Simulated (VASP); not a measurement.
Crystal: CdIn2O4.

```xyz
14
Lattice="0.0000 4.6110 4.6110 4.6110 0.0000 4.6110 4.6110 4.6110 0.0000" Properties=species:S:1:pos:R:3 pbc="T T T"
Cd    2.3055    2.3055    2.3055
Cd    0.0000    0.0000    0.0000
In    5.7638    3.4583    3.4583
In    5.7638    5.7638    5.7638
In    3.4583    5.7638    3.4583
In    3.4583    3.4583    5.7638
O     7.9471    7.9471    7.9471
O     3.5805    5.6415    5.6415
O     5.6415    5.6415    3.5805
O     5.6415    3.5805    5.6415
O     5.8860    5.8860    7.9471
O     5.8860    7.9471    5.8860
O     3.5805    3.5805    3.5805
O     7.9471    5.8860    5.8860
```

| Item | Value |
| --- | --- |
| Program | VASP 6.6.1 |
| Task | relaxation of cell and atoms |
| Functional | PBE |
| Potentials or basis | VASP PAW PBE potentials, release 64 (Cd, In_d, O) |
| Cutoff | 600 eV |
| k mesh | 4 × 4 × 4 |
| Occupations | gaussian, width 0.1 eV |
| Spin | no spin polarisation |

At the start: pressure 5.0 GPa; volume 14.01 Å³/atom.

Q: How do energy, volume and symmetry change on relaxing?

A: Over 5 steps the energy falls by 7.4 meV/atom and the volume is 14.49 Å³/atom (+3.4 %); space group Fd-3m (No. 227, to 0.05 Å).

Step by step:
```
step  energy change (eV)  largest force (eV/Å)  pressure (GPa)  volume (Å³)
   1              0.0000                0.1694            4.96       196.07
   2             -0.0324                0.2334           -3.56       208.64
   3             -0.1032                0.0619            0.03       202.78
   4             -0.1031                0.0575            0.12       202.65
   5             -0.1040                0.0123            0.08       202.81
```

Final structure:
```
CELL_PARAMETERS angstrom
0.00000 4.66322 4.66322
4.66322 0.00000 4.66322
4.66322 4.66322 0.00000
ATOMIC_POSITIONS crystal
Cd 0.25000 0.25000 0.25000
Cd 0.00000 0.00000 0.00000
In 0.12500 0.62500 0.62500
In 0.62500 0.62500 0.62500
In 0.62500 0.12500 0.62500
In 0.62500 0.62500 0.12500
O 0.86186 0.86186 0.86186
O 0.83558 0.38814 0.38814
O 0.38814 0.38814 0.83558
O 0.38814 0.83558 0.38814
O 0.86186 0.86186 0.41442
O 0.86186 0.41442 0.86186
O 0.38814 0.38814 0.38814
O 0.41442 0.86186 0.86186
```
